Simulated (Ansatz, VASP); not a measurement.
# Te in VASP and in Ansatz

```
Te
1.0
     4.60135    0.00000    0.00000
    -2.30068    3.98489    0.00000
     0.00000    0.00000    5.90006
Te
3
Direct
  0.21819 0.03850 0.38333
  0.03850 0.21819 0.61667
  0.74330 0.74330 0.00000
```

Change from the starting cell: shortest bond scaled by 0.7, PAW files.

Alike in both runs: task electric field gradients; functional r2SCAN; k mesh 8 × 8 × 5; occupations fermi-dirac, width 0.05 eV; no spin polarisation.

|  | VASP | Ansatz |
| --- | --- | --- |
| version | VASP 6.6.1 | Ansatz 0.2.0 |
| potentials or method | VASP PAW PBE potentials, release 64 (Te) | PAW with Ansatz's default frozen-core files, scalar-relativistic |
| plane-wave cutoff (eV) | 520 | 500 |
| valence electrons in the cell | 18 | 48 |

```tsv
	VASP	Ansatz	Ansatz less VASP
pressure (GPa)	30.2	29.6	-0.64
traceless stress, the component that is largest in VASP (GPa)	-38.85	-38.16	+0.699
rms of the force components (eV/Å)	14.146	13.890	-0.2565
size of Vzz on the site where it differs most (V/Å²)	713.5	752.9	+39.38
```

VASP's potentials were made for PBE, not for r2SCAN. Atom by atom the forces differ by 0.257 eV/Å (rms over components). Both programs put the cell under a high pressure, so it lies far from rest at this level. The functional is the same, so the differences come from potentials, cutoffs and numerics. VASP's potentials hold 18 valence electrons a cell and Ansatz's 48, so a difference there can come from the potentials and not from the codes.

Neither program's run includes spin-orbit coupling.
